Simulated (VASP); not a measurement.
Crystal: Re.

```xyz
4
Lattice="2.7664 0.0000 0.0000 -1.3832 2.3958 0.0000 0.0000 0.0000 8.9388" Properties=species:S:1:pos:R:3 pbc="T T T"
Re    1.3832    0.7986    6.7041
Re    0.0000    0.0000    4.4694
Re    0.0000    1.5972    2.2347
Re    0.0000    0.0000    0.0000
```

```yaml
Program: VASP 6.6.1
Task: relaxation of cell and atoms
Functional: PBE
Dispersion: D3(BJ)
Potentials_or_basis: VASP PAW PBE potentials, release 64 (Re)
Cutoff: 600 eV
k_mesh: 11 × 11 × 3
Occupations: fermi-dirac, width 0.05 eV
Spin: no spin polarisation
```

At the start: pressure -4.2 GPa; volume 14.81 Å³/atom.

Task: How do energy, volume and symmetry change on relaxing?

Result: Over 4 steps the energy falls by 2.3 meV/atom and the volume is 14.65 Å³/atom (-1.1 %); space group P6_3/mmc (No. 194, to 0.05 Å).

Step by step:
```csv
step,energy change (eV),largest force (eV/Å),pressure (GPa),volume (Å³)
1,0.0000,0.0000,-4.17,59.24
2,0.1424,0.0000,19.55,56.00
3,-0.0090,0.0000,-0.08,58.60
4,-0.0090,0.0000,0.00,58.59
```

Final structure:
```
CELL_PARAMETERS angstrom
2.75559 0.00000 0.00000
-1.37780 2.38641 0.00000
0.00000 0.00000 8.90896
ATOMIC_POSITIONS crystal
Re 0.66667 0.33333 0.75000
Re 0.00000 0.00000 0.50000
Re 0.33333 0.66667 0.25000
Re 0.00000 0.00000 0.00000
```
